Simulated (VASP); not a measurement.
Set up this calculation in VASP 6.6.1, as the native input.

```
Task                   : single point
Functional             : PBE
Potentials or basis    : VASP PAW PBE potentials, release 64 (H, C, W_sv)
Cutoff                 : 520 eV
k mesh                 : 3 × 3 × 1
Occupations            : gaussian, width 0.02 eV
Spin                   : no spin polarisation
Dipole correction      : no
Further INCAR settings : LREAL = Auto; ALGO = Normal; EDIFF = 1e-06; NBANDS = 57
```

The structure of H4WC16 lies in POSCAR:

```
H4WC16
1.0
    5.0487420000      0.0000000000      0.0000000000
    2.5243710000      4.3723390000      0.0000000000
    0.0000000000      0.0000000000     14.6764260000
H C W
4 16 1
Direct
    0.1666667848      0.1666666285      0.0681364795
    0.6666667848      0.1666666285      0.0681364795
    0.1666666285      0.6666667429      0.0681364795
    0.6666666285      0.6666667429      0.0681364795
    0.1666667848      0.1666666285      0.1430866071
    0.6666667848      0.1666666285      0.1430866071
    0.1666666285      0.6666667429      0.1430866071
    0.6666666285      0.6666667429      0.1430866071
   -0.1666666285      0.3333332571      0.1781963129
    0.3333333715      0.3333332571      0.1781963129
   -0.1666667848      0.8333333715      0.1781963129
    0.3333334133      0.8333333715      0.1781963129
   -0.1625758693      0.3310086432      0.2853440613
    0.3315705933      0.3310086432      0.2853445382
   -0.1618916480      0.8237933975      0.2814316646
    0.3411732286      0.8176557216      0.2918100088
    0.0070735057     -0.0018932658      0.3171445827
    0.4948192496     -0.0018930371      0.3171455367
   -0.0027367861      0.5054777317      0.3164786168
    0.5124313804      0.4751417948      0.3211357452
    0.7507550299      0.9984818195      0.4223080606
```

The input as run:

INCAR

```
ALGO     = Normal         # electronic algorithm
EDIFF    = 1E-6           # SCF threshold, eV
ENCUT    = 520            # plane-wave cutoff, eV
GGA      = PE             # functional
ISIF     = 2              # what is computed and relaxed
ISMEAR   = 0              # smearing method
LASPH    = True           # aspherical terms in the spheres
LCHARG   = False          # write CHGCAR
LREAL    = Auto         
LWAVE    = False          # write WAVECAR
NBANDS   = 57             # bands
NELM     = 80             # most SCF steps
PREC     = Accurate       # precision mode
SIGMA    = 0.02           # smearing width, eV
```

KPOINTS

```
k-points
0
Gamma
  3 3 1
```

Potentials or basis: VASP PAW PBE potentials, release 64 (H, C, W_sv).

Run with:

```bash
$ cat potpaw_PBE.64/H/POTCAR potpaw_PBE.64/C/POTCAR potpaw_PBE.64/W_sv/POTCAR > POTCAR
$ mpirun -np 1 vasp_std > vasp.out
```

It gave:

| Property | Result |
| --- | --- |
| Largest force | 2.040 eV/Å |
| Band gap on the k mesh | 0.03 eV, direct |

Caveat: the k points lie up to 0.48 Å⁻¹ apart; spin-orbit coupling is left out, which moves the levels of the heavy elements.

It took 2.8 min on 1 thread of Intel(R) Xeon(R) Platinum 8375C CPU @ 2.90GHz (Ice Lake), on a shared host, peak memory 0.43 GiB.
